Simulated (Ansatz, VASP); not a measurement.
## One calculation of P, two programs

```
P
1.0
     2.40199    0.00000    0.00000
     0.00000    2.40199    0.00000
     0.00000    0.00000    2.40199
P
1
Direct
  0.00000 0.00000 0.00000
```

Change from the starting cell: volume scaled by 0.95, crystal datasets.

Alike in both runs: task single point; functional PBE; k mesh 17 × 17 × 17; occupations fermi-dirac, width 0.1 eV; no spin polarisation.

```csv
,VASP,Ansatz
version,VASP 6.6.1,Ansatz 0.2.0
potentials or method,"VASP PAW PBE potentials, release 64 (P), cutoff 500 eV","all-electron PAW with datasets made for the crystal, scalar-relativistic"
```

|  | VASP | Ansatz | Ansatz less VASP |
| --- | --- | --- | --- |
| pressure (GPa) | 6.3 | 6.7 | +0.40 |

Ansatz ran all-electron here, and VASP with PAW potentials.
